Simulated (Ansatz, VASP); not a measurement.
# TiN in VASP and in Ansatz

```xyz
2
Lattice="0.0000 2.1636 2.1636 2.1636 0.0000 2.1636 2.1636 2.1636 0.0000" Properties=species:S:1:pos:R:3 pbc="T T T"
Ti    0.0000    0.0000    0.0000
N     2.1636    2.1636    2.1636
```

Change from the starting cell: volume scaled by 1.06.

Alike in both runs: task single point; functional PBEsol; k mesh 13 × 13 × 13; occupations fermi-dirac, width 0.05 eV; no spin polarisation.

```csv
,VASP,Ansatz
version,VASP 6.6.1,Ansatz 0.2.0
potentials or method,"VASP PAW PBE potentials, release 64 (Ti_sv, N), cutoff 600 eV","all-electron LAPW, scalar-relativistic"
```

|  | VASP | Ansatz | Ansatz less VASP |
| --- | --- | --- | --- |
| pressure (GPa) | -21.3 | -21.7 | -0.34 |

VASP's potentials were made for PBE, not for PBEsol. Ansatz ran all-electron here, and VASP with PAW potentials.
